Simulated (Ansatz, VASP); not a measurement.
## BaTiO3 in VASP and in Ansatz

```
Ba Ti O
1.0
     2.99815    1.73098    2.09203
    -2.99815    1.73098    2.09203
     0.00000   -3.46197    2.09203
Ba Ti O
1 1 3
Direct
  0.00279 0.00279 0.00279
  0.51625 0.51625 0.51625
  0.48975 0.48975 0.98016
  0.48975 0.98016 0.48975
  0.98016 0.48975 0.48975
```

Alike in both runs: task single point; functional r2SCAN; k mesh 6 × 6 × 6; occupations gaussian, width 0.05 eV; no spin polarisation.

```csv
,VASP,Ansatz
version,VASP 6.6.1,Ansatz 0.2.0
potentials or method,"VASP PAW PBE potentials, release 64 (Ba_sv, Ti_sv, O), cutoff 520 eV","scalar-relativistic, plane waves, PAW"
valence electrons in the cell,40,40
```

Ansatz gave:

| Quantity | Value |
| --- | --- |
| gap on the k mesh at the Fermi level (eV) | 2.15 |
| least direct gap on the mesh (eV) | 2.43 |
| pressure (GPa) | 0.2 |
| traceless stress, the component that is largest in VASP (GPa) | 26.14 |
| rms of the force components (eV/Å) | 0.216 |

Task: Estimate VASP's values.

Result: gap on the k mesh at the Fermi level (eV): 2.13; least direct gap on the mesh (eV): 2.43; pressure (GPa): 2.3; traceless stress, the component that is largest in VASP (GPa): 26.72; rms of the force components (eV/Å): 0.211.

VASP's potentials were made for PBE, not for r2SCAN. Atom by atom the forces differ by 0.054 eV/Å (rms over components). With one functional, cell and mesh, what is left measures potentials, basis and numerics.

Spin-orbit coupling is off throughout.
